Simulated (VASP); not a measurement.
Input of a VASP 6.6.1 run:

INCAR

```
SYSTEM = Ni
ALGO = Fast ; EDIFF = 1E-6
ENCUT = 520 ; GGA = PE
ISIF = 2 ; ISMEAR = 0
ISPIN = 2 ; LASPH = .True.
LCHARG = .False. ; LMAXMIX = 4
LORBIT = 11 ; LREAL = .False.
LWAVE = .False. ; MAGMOM = 0.75
NBANDS = 15 ; NELM = 150
PREC = Accurate ; SIGMA = 0.15
```

The input KPOINTS:

```
k-points
0
Gamma
  22 22 22
  0 0 0
```

The input POSCAR:

```
Ni
1.0
    0.0000000000      1.9555323495      1.4951897967
    1.8264183129      0.0000000000      1.4951897967
    1.8264183129      1.9555323495      0.0000000000
Ni
1
Direct
    0.0000000000      0.0000000000      0.0000000000
```

Potentials or basis: VASP PAW PBE potentials, release 64 (Ni).

Command:

```sh
$ cat potpaw_PBE.64/Ni/POTCAR > POTCAR
$ mpirun -np 1 vasp_std > vasp.out
```

Problem. What does it give for the net moment?

Solution. 0.56 μB per cell.

Problem. What does it give for the site moments?

Solution. Ni +0.56 μB.

Stress tensor (GPa, compression positive):
```
11.89  0.00  0.00
 0.00 -5.92  0.00
 0.00  0.00 11.81
```

Caveat: the cell differs from its parent crystal (strain +e along x and -e along y -0.0367, strain +e along z and -e/2 along x and y -0.1500); the stress differs along the axes, from -6 to 12 GPa.
